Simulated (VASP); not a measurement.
ZrMnN2, 4 atoms in the cell. The structure is tetragonal, space group P4/mmm (No. 123). Conventional cell: a = 3.822 Å, b = 3.822 Å, c = 2.753 Å, α = 90.00°, β = 90.00°, γ = 90.00°. Zr (site symmetry 4/mmm) has 8 N at 2.36 Å and 4 Mn at 2.70 Å and 2 Zr at 2.75 Å within 3.1 Å. Mn (site symmetry 4/mmm) has 8 N at 2.36 Å and 4 Zr at 2.70 Å and 2 Mn at 2.75 Å within 3.1 Å. Within 3.1 Å of N (site symmetry mmm) lie 4 Zr at 2.36 Å and 4 Mn at 2.36 Å and 6 N at 2.70 to 2.75 Å. The cell was generated, and may not be a known phase.

- Program: VASP 6.6.1
- Task: single point
- Functional: PBE
- Potentials or basis: VASP PAW PBE potentials, release 64 (Zr_sv, Mn_pv, N)
- Cutoff: 520 eV
- k mesh: 12 × 12 × 16
- Occupations: gaussian, width 0.1 eV
- Spin: collinear spin
- Starting moments: [0.0, 2.77, -0.15, -0.15] μB
- Dipole correction: no
- Further INCAR settings: ALGO = Normal; EDIFF = 1e-07; NBANDS = 30

Potentials or basis: VASP PAW PBE potentials, release 64 (Zr_sv, Mn_pv, N).

Launch:

```console
$ cat potpaw_PBE.64/Zr_sv/POTCAR potpaw_PBE.64/Mn_pv/POTCAR potpaw_PBE.64/N/POTCAR > POTCAR
$ mpirun -np 1 vasp_std > vasp.out
```

Hardware: 1 thread of Intel(R) Xeon(R) 6975P-C (Granite Rapids) (shared host).

Problem. How long does it take, and how much memory?

Solution. Run time: 3.8 min on 1 thread of Intel(R) Xeon(R) 6975P-C (Granite Rapids), on a shared host, peak memory 0.51 GiB. Counts: scf iterations 18, k points 252.
